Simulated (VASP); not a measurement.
# ZrSe2 in VASP: notebook

ZrSe2 is run at these levels: HSE06; tasks: single point.

Program: VASP 6.6.1. These are calculated values, not measurements. Logs are shortened: lines on timing, memory, paths and dates and some standing lists are left out, and cuts for length are marked.

## (1) The cell of the first run

The cell holds a slab with vacuum, 3 atoms: a = 3.799 Å, b = 3.799 Å, c = 26.329 Å, α = 90.00°, β = 90.00°, γ = 120.00°.

## (2) Single point, HSE06

File POSCAR:

```
ZrSe2
1.0
    3.7991568850      0.0000000000      0.0000000000
   -1.8995784430      3.2901663760      0.0000000000
    0.0000000000      0.0000000000     26.3287396080
Se Zr
2 1
Direct
    0.6666666667      0.3333333333      0.4399065460
    0.3333333333      0.6666666667      0.5600934540
    0.0000000000      0.0000000000      0.5000000000
```

File INCAR.step1:

```
ALGO = Normal
DIPOL = 0.5 0.5 0.500
EDIFF = 1E-5
ENCUT = 400
GGA = PE
GGA_COMPAT = False
IDIPOL = 3
ISIF = 2
ISMEAR = 0
LASPH = True
LCHARG = False
LDIPOL = True
LREAL = False
LWAVE = True
NBANDS = 19
NELM = 120
NELMDL = -8
PREC = Accurate
SIGMA = 0.01
```

File INCAR.step2:

```
ALGO = Normal
DIPOL = 0.5 0.5 0.500
EDIFF = 1E-6
ENCUT = 400
GGA = PE
GGA_COMPAT = False
HFSCREEN = 0.2079
IDIPOL = 3
ISIF = 2
ISMEAR = 0
ISTART = 1
LASPH = True
LCHARG = False
LDIPOL = True
LHFCALC = True
LREAL = False
LWAVE = False
NBANDS = 19
NELM = 120
PREC = Accurate
PRECFOCK = Normal
SIGMA = 0.01
```

File KPOINTS:

```
k-points
0
Gamma
  6 6 1
```

Potentials or basis: VASP PAW PBE potentials, release 64 (Se, Zr_sv).

The run is started by

```sh
cat potpaw_PBE.64/Se/POTCAR potpaw_PBE.64/Zr_sv/POTCAR > POTCAR
cp INCAR.step1 INCAR
mpirun -np 1 vasp_std > vasp.out
cp INCAR.step2 INCAR
mpirun -np 1 vasp_std > vasp.out
```

OUTCAR:

```text
EDIFF = 1E-6
   ENCUT = 400
   GGA = PE
   HFSCREEN = 0.2079
   ISIF = 2
   ISMEAR = 0
   ISTART = 1
   LASPH = True
   LHFCALC = True
   LREAL = False
   NELM = 120
   PREC = Accurate
   PRECFOCK = Normal

 ion  position               nearest neighbor table
   1  0.667  0.333  0.440-   3 2.70   3 2.70   3 2.70
   2  0.333  0.667  0.560-   3 2.70   3 2.70   3 2.70
   3  0.000  0.000  0.500-   1 2.70   2 2.70   1 2.70   2 2.70   1 2.70   2 2.70

  LATTYP: Found a hexagonal cell.
 ALAT       =     3.7991568850
 C/A-ratio  =     6.9301532958

  Lattice vectors:

 A1 = (   3.7991568850,   0.0000000000,   0.0000000000)
 A2 = (  -1.8995784430,   3.2901663760,   0.0000000000)
 A3 = (   0.0000000000,   0.0000000000,  26.3287396080)

Analysis of symmetry for initial positions (statically):
=====================================================================
 Subroutine PRICEL returns:
 Original cell was already a primitive cell.

 Routine SETGRP: Setting up the symmetry group for a
 hexagonal supercell.

 Subroutine GETGRP returns: Found 12 space group operations
 (whereof 12 operations were pure point group operations)
 out of a pool of 24 trial point group operations.

The static configuration has the point symmetry D_3d.

Analysis of symmetry for dynamics (positions and initial velocities):
=====================================================================
 Subroutine PRICEL returns:
 Original cell was already a primitive cell.

 Routine SETGRP: Setting up the symmetry group for a
 hexagonal supercell.

 Subroutine GETGRP returns: Found 12 space group operations
 (whereof 12 operations were pure point group operations)
 out of a pool of 24 trial point group operations.

The dynamic configuration has the point symmetry D_3d.

 Subroutine INISYM returns: Found 12 space group operations
 (whereof 12 operations are pure point group operations),
 and found     1 'primitive' translations

----------------------------------------------------------------------------------------

                                     Primitive cell

  volume of cell :     329.1055

  direct lattice vectors                    reciprocal lattice vectors
     3.799156885  0.000000000  0.000000000     0.263216295  0.151967999  0.000000000
[... 79 lines left out ...]
   TEBEG  =    0.0;   TEEND  =   0.0 temperature during run
   PSTRESS=    0.0 pullay stress
   NELECT =      24.0000    total number of electrons
   NUPDOWN=      -1.0000    fix difference up-down
   EMIN   =  10.00;   EMAX   =-10.00  energy-range for DOS
   EFERMI =   0.00;   METHOD = LEGACY
   ISMEAR =     0;   SIGMA  =   0.01  broadening in eV -4-tet -1-fermi 0-gaus
   EFERMI_NEDOS =   21; number of points for ismear=-14 and -15
   IALGO  =     38    algorithm
   IMIX   =      1    mixing-type and parameters
     AMIX     =   0.40;   BMIX     =  1.00
     AMIX_MAG =   1.60;   BMIX_MAG =  1.00
  volume/ion in A,a.u.               =     109.70       740.30
  Fermi-wavevector in a.u.,A,eV,Ry     =   0.683964  1.292505  6.364906  0.467807
  Thomas-Fermi vector in A             =   1.763480
   LORBIT       =      0    0 simple, 1 ext, 2 COOP (PROOUT), +10 PAW based schemes
   GGA     = PE    functional components
   LHFCALC =     T    Hartree Fock is set to
   PRECFOCK=normal    Normal, Fast or Accurate (Low or Medium for compatibility)
   ENCUT4O =  -1.0   cutoff for four orbital integrals eV
   NKREDX  =     1    reduce k-point grid by
   NKREDY  =     1    reduce k-point grid by
   NKREDZ  =     1    reduce k-point grid by
   AEXX    =    0.2500 exact exchange contribution
   HFSCREEN=    0.2079 screening length (either q_TF or 0.3 A-1)
   HFSCREENC=   0.2079 screening length for correlation (either q_TF or 0.3 A-1)
   ENCUTFOCK=  -1.0 apply spherical cutoff to Coloumb kernel
   IVDW    =     0    specifies the selected vdW correction
   LEPSILON=     F    determine dielectric tensor
   LRPA    =     F    only Hartree local field effects (RPA)
 non-spin polarized calculation
 Gauss-broadening in eV      SIGMA  =   0.01
  energy-cutoff  :      400.00
  volume of cell :      329.11
 maximum number of plane-waves:      6013
 NGX is ok and might be reduce to    28
  NGX = 20; NGY = 20; NGZ =140

 number of electron      24.0000000 magnetization

 dipolmoment           0.000000      0.000000      0.000000 electrons x Angstroem

 Free energy of the ion-electron system (eV)
  ---------------------------------------------------
  ext. energy  EPLUGINS =         0.00000000
  ---------------------------------------------------
  free energy    TOTEN  =       -23.33926798 eV

  energy without entropy =      -23.33926798  energy(sigma->0) =      -23.33926798

 E-fermi :  -3.6769     XC(G=0):  -2.1540

 val. band max:       -3.8400423329   @ k =   0.0000   0.0000   0.0000
 cond. band min:      -2.6629213755   @ k =   0.5000   0.0000   0.0000
 fundamental gap:      1.1771209574
 Fermi energy:        -3.6768827678

 k-point     1 :       0.0000    0.0000    0.0000
  band No.  band energies     occupation
      1     -56.8527      2.00000
      2     -33.4874      2.00000
      3     -33.3593      2.00000
      4     -33.3593      2.00000
      5     -18.0150      2.00000
      6     -17.0073      2.00000
[... 131 lines left out ...]
      6     -16.8305      2.00000
[... 11 lines left out ...]
     18       4.4152      0.00000
     19       4.9617      0.00000

------------------------ aborting loop because EDIFF is reached ----------------------------------------

 vacuum level on the upper side and lower side of the slab       (xc-potential included)         0.002         0.002

  FORCE on cell =-STRESS in cart. coord.  units (eV):
  Direction    XX          YY          ZZ          XY          YZ          ZX
  --------------------------------------------------------------------------------------
  -------------------------------------------------------------------------------------
  Total       -0.5181016     -0.5181016     -0.9036603      0.0000000      0.0000000     -0.0000000
  in kB       -2.5222629     -2.5222629     -4.3992700      0.0000000      0.0000000     -0.0000000
  external PRESSURE =      -3.1479319 kB  Pullay stress =       0.0000000 kB

 VOLUME and BASIS-vectors are now :
 -----------------------------------------------------------------------------
  energy-cutoff  :      400.00
  volume of cell :      329.11
      direct lattice vectors                 reciprocal lattice vectors
     3.799156885  0.000000000  0.000000000     0.263216295  0.151967999  0.000000000
    -1.899578443  3.290166376  0.000000000     0.000000000  0.303935998  0.000000000
     0.000000000  0.000000000 26.328739608     0.000000000  0.000000000  0.037981309

 POSITION                                       TOTAL-FORCE (eV/Angst)
 -----------------------------------------------------------------------------------
      1.89958      1.09672     11.58218        -0.000000      0.000000      0.265610
     -0.00000      2.19344     14.74655         0.000000     -0.000000     -0.265610
      0.00000      0.00000     13.16437         0.000000      0.000000      0.000000
 -----------------------------------------------------------------------------------
    total drift:                                0.000000     -0.000000     -0.000000

  FREE ENERGIE OF THE ION-ELECTRON SYSTEM (eV)
  ---------------------------------------------------
  free  energy   TOTEN  =       -23.3392679752 eV

  energy  without entropy=      -23.3392679752  energy(sigma->0) =      -23.33926798

 vacuum level on the upper side and lower side of the slab         2.309         2.309
```

Wall time 76 min (1 thread of Intel Xeon 8259CL, shared host); peak memory 0.52 GiB.

Results:

```yaml
Free_energy: -23.3393 eV
Largest_force: 0.266 eV/Å
Band_gap_on_the_k_mesh: 1.18 eV (least direct gap 1.89 eV)
```

Forces in eV/Å, atoms in the order of the input:
```
Se   0.000  0.000  0.266
Se   0.000  0.000 -0.266
Zr   0.000  0.000  0.000
```

Caveat: the PAW data sets were made with another functional, which shifts forces and pressure a little.

## (3) Single point, HSE06

File POSCAR:

```
ZrSe2
1.0
    3.7979999980      0.0000000000      0.0000000000
   -1.8989999990      3.2891644820      0.0000000000
    0.0000000000      0.0000000000     26.3295868590
Se Zr
2 1
Direct
    0.6666666667      0.3333333333      0.4399004351
    0.3333333333      0.6666666667      0.5600995649
    0.0000000000      0.0000000000      0.5000000000
```

File INCAR.step1:

```
SYSTEM = ZrSe2
PREC     = Accurate       ! precision mode
ENCUT    = 400            ! plane-wave cutoff, eV
EDIFF    = 1E-5           ! SCF threshold, eV
ISMEAR   = 0              ! smearing method
SIGMA    = 0.01           ! smearing width, eV
LREAL    = .False.        ! projectors in reciprocal space
LASPH    = .True.         ! aspherical terms in the spheres
NELM     = 120            ! most SCF steps
ALGO     = Normal         ! electronic algorithm
ISIF     = 2              ! what is computed and relaxed
LWAVE    = .True.         ! write WAVECAR
LDIPOL   = .True.       
IDIPOL   = 3            
DIPOL    = 0.5 0.5 0.500
GGA      = PE             ! functional
NBANDS   = 19             ! bands
GGA_COMPAT= .False.      
NELMDL   = -8
```

File INCAR.step2:

```
SYSTEM = ZrSe2
PREC     = Accurate       ! precision mode
ENCUT    = 400            ! plane-wave cutoff, eV
EDIFF    = 1E-6           ! SCF threshold, eV
ISMEAR   = 0              ! smearing method
SIGMA    = 0.01           ! smearing width, eV
LREAL    = .False.        ! projectors in reciprocal space
LASPH    = .True.         ! aspherical terms in the spheres
NELM     = 120            ! most SCF steps
ALGO     = Normal         ! electronic algorithm
ISIF     = 2              ! what is computed and relaxed
LWAVE    = .False.        ! write WAVECAR
LCHARG   = .True.         ! write CHGCAR
LDIPOL   = .True.       
IDIPOL   = 3            
DIPOL    = 0.5 0.5 0.500
GGA      = PE             ! functional
LHFCALC  = .True.         ! exact exchange
HFSCREEN = 0.2079         ! screening, 1/A
PRECFOCK = Normal       
LELF     = .True.         ! ELF
LVHAR    = .True.       
LVACPOTAV= .True.       
ISTART   = 1            
NBANDS   = 19             ! bands
GGA_COMPAT= .False.
```

File KPOINTS:

```
regular mesh
0
Gamma
  6 6 1
  0 0 0
```

Potentials or basis: VASP PAW PBE potentials, release 64 (Se, Zr_sv).

The run is started by

```sh
cat potpaw_PBE.64/Se/POTCAR potpaw_PBE.64/Zr_sv/POTCAR > POTCAR
cp INCAR.step1 INCAR
mpirun -np 1 vasp_std > vasp.out
cp INCAR.step2 INCAR
mpirun -np 1 vasp_std > vasp.out
```

Wall time 69 min (1 thread of Intel Xeon 8259CL, shared host); peak memory 0.51 GiB.

Results (log left out):

```yaml
Free_energy: -23.3394 eV
Largest_force: 0.263 eV/Å
Band_gap_on_the_k_mesh: 1.17 eV (least direct gap 1.89 eV)
```

Forces in eV/Å, atoms in the order of the input:
```
Se   0.000  0.000  0.263
Se   0.000  0.000 -0.263
Zr   0.000  0.000  0.000
```

Levels at points of the mesh, in eV from the valence-band top:
| k point | band 9 | band 10 | band 11 | band 12 | band 13 | band 14 | band 15 | band 16 |
| --- | --- | --- | --- | --- | --- | --- | --- | --- |
| (0.00, 0.00, 0.00) | -2.78 | -1.19 | 0.00 | 0.00 | 1.89 | 1.89 | 2.57 | 5.34 |
| (0.50, 0.00, 0.00) | -2.75 | -2.71 | -1.66 | -1.20 | 1.17 | 3.55 | 3.95 | 5.67 |

Caveat: the PAW data sets were made with another functional, which shifts forces and pressure a little.
